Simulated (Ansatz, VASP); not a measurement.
## Two plane-wave programs on Mg

```
Mg
1.0
    -1.83302    1.83302    1.83302
     1.83302   -1.83302    1.83302
     1.83302    1.83302   -1.83302
Mg
1
Direct
  0.00000 0.00000 0.00000
```

Alike in both runs: task single point; functional RPBE; k mesh 14 × 14 × 14; occupations fermi-dirac, width 0.1 eV; no spin polarisation.

```csv
,VASP,Ansatz
version,VASP 6.6.1,Ansatz 0.2.0
potentials or method,"VASP PAW PBE potentials, release 64 (Mg), cutoff 520 eV","plane waves (420 eV) with PAW, scalar-relativistic"
valence electrons in the cell,2,10
```

```csv
,VASP,Ansatz,Ansatz less VASP
pressure (GPa),-1.4,-1.2,+0.18
```

VASP's potentials were made for PBE, not for RPBE. VASP's potentials hold 2 valence electrons a cell and Ansatz's 10, so a difference there can come from the potentials and not from the codes.
